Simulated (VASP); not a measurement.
Write the native input for VASP 6.6.1 that does the following.

| Quantity | Value |
| --- | --- |
| Task | single point |
| Functional | PBEsol |
| Potentials or basis | VASP PAW PBE potentials, release 64 (Ag) |
| Cutoff | 520 eV |
| k mesh | 18 × 18 × 4 |
| Occupations | gaussian, width 0.1 eV |
| Spin | no spin polarisation |
| Dipole correction | no |
| Further INCAR settings | ALGO = Fast; EDIFF = 1e-06; NBANDS = 30 |

The structure of Ag lies in POSCAR:

```
Ag
1.0
    2.7511884080      0.0000000000      0.0000000000
   -1.3755942040      2.3825990519      0.0000000000
    0.0000000000      0.0000000000      8.9485121376
Ag
4
Direct
    0.3333333333      0.6666666667      0.2500000000
    0.6666666667      0.3333333333      0.7500000000
    0.0000000000      0.0000000000      0.0000000000
    0.0000000000      0.0000000000      0.5000000000
```

This isn't the form of Ag at room conditions, which is fcc.

One way to write it, as run:

INCAR

```
SYSTEM = Ag
ALGO = Fast ; EDIFF = 1E-6
ENCUT = 520 ; GGA = PS
ISIF = 2 ; ISMEAR = 0
LASPH = .TRUE. ; LCHARG = .TRUE.
LELF = .TRUE. ; LREAL = .FALSE.
LVHAR = .TRUE. ; LWAVE = .FALSE.
NBANDS = 30 ; NELM = 100
PREC = Accurate ; SIGMA = 0.1
```

KPOINTS

```
k-points
0
G
  18 18 4
  0 0 0
```

Potentials or basis: VASP PAW PBE potentials, release 64 (Ag).

Command:

```sh
$ cat potpaw_PBE.64/Ag/POTCAR > POTCAR
$ mpirun -np 1 vasp_std > vasp.out
```

It gave:

```
Pressure               : 21.3 GPa
Band gap on the k mesh : zero (bands 22 and 23 overlap by 6.92 eV)
```

Caveat: the cell stands under pressure; the PAW data sets were made with another functional, which shifts forces and pressure a little.

Wall time 3.7 min on 1 thread of Intel Xeon 8259CL, with other jobs on the host, peak memory 0.27 GiB.
